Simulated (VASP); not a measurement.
Set up this calculation in VASP 6.6.1, as the native input.

| Property | Result |
| --- | --- |
| Task | single point |
| Functional | r2SCAN |
| Potentials or basis | VASP PAW PBE potentials, release 64 (Si) |
| Cutoff | 550 eV |
| k mesh | 8 × 8 × 8 |
| Occupations | fermi-dirac, width 0.1 eV |
| Spin | no spin polarisation |
| Dipole correction | no |
| Further INCAR settings | ALGO = Normal; EDIFF = 1e-06; NBANDS = 8 |

Si:

```
CELL_PARAMETERS angstrom
-1.55315 1.55315 1.55315
1.55315 -1.55315 1.55315
1.55315 1.55315 -1.55315
ATOMIC_POSITIONS crystal
Si 0.00000 0.00000 0.00000
```

These files were run (other wordings do the same):

POSCAR

```
Si
1.0
   -1.5531540000      1.5531540000      1.5531540000
    1.5531540000     -1.5531540000      1.5531540000
    1.5531540000      1.5531540000     -1.5531540000
Si
1
Direct
    0.0000000000      0.0000000000      0.0000000000
```

INCAR.step1

```
PREC = Accurate
ENCUT = 550
ISMEAR = -1
SIGMA = 0.1
LREAL = False
LASPH = True
NELM = 120
NBANDS = 8
GGA = PE
ALGO = Normal
EDIFF = 1E-5
LWAVE = True
LCHARG = False
GGA_COMPAT = False
```

INCAR.step2

```
PREC = Accurate
ENCUT = 550
EDIFF = 1E-6
ISMEAR = -1
SIGMA = 0.1
LREAL = False
LASPH = True
NELM = 120
ALGO = Normal
ISIF = 2
LWAVE = False
LCHARG = False
METAGGA = R2SCAN
LMIXTAU = True
NBANDS = 8
ISTART = 1
GGA_COMPAT = False
```

KPOINTS

```
Automatic mesh
0
Gamma
  8 8 8
```

Potentials or basis: VASP PAW PBE potentials, release 64 (Si).

The run is started by

```console
$ cat potpaw_PBE.64/Si/POTCAR > POTCAR
$ cp INCAR.step1 INCAR
$ mpirun -np 1 vasp_std > vasp.out
$ cp INCAR.step2 INCAR
$ mpirun -np 1 vasp_std > vasp.out
```

It gave:

| Item | Value |
| --- | --- |
| Pressure | -5.1 GPa |
| Band gap on the k mesh | zero (band 2 reaches 21.53 eV, above the bottom of band 3 at 5.61 eV) |

Caveat: the PAW data sets were made with another functional, which shifts forces and pressure a little.

Run time: 44 s on 1 thread of AMD EPYC 7R13, with other jobs on the host, peak memory 0.1 GiB.
